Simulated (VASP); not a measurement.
Runs of VASP 6.6.1 on Mg. The structure is that of space group P6_3/mmc (No. 194), or close to it. The cells are those of the table. 

```csv
cell,gap on the mesh (eV),pressure (GPa)
"a = 3.209, b = 3.209, c = 4.794 Å, angles 90.0, 90.0, 120.0°, 2 atoms",none,(b)
"a = 3.466, b = 3.466, c = 5.210 Å, angles 90.0, 90.0, 120.0°, 2 atoms",none,-4.7
"a = 3.338, b = 3.338, c = 5.002 Å, angles 90.0, 90.0, 120.0°, 2 atoms",none,-2.1
"a = 2.953, b = 2.953, c = 4.794 Å, angles 90.0, 90.0, 120.0°, 2 atoms",none,12.7
"a = 3.466, b = 3.466, c = 5.002 Å, angles 90.0, 90.0, 120.0°, 2 atoms",none,(a)
```

Alike in all rows: task single point; level PBEsol; potentials or basis VASP PAW PBE potentials, release 64 (Mg); no spin polarisation; k mesh 18 × 18 × 10; cutoff (eV) 520; smearing gaussian 0.15 eV.

**Question.** Fill in the values left out.

**Answer.** (a) -3.7; (b) 2.4.

Caveats: the PAW data sets were made with another functional, which shifts forces and pressure a little; the cell stands under tension (at least some runs); the stress differs along the axes, from 1 to 6 GPa (at least some runs); the cell stands under pressure (at least some runs).

A gap of «none» marks levels without a gap at the run's occupations.
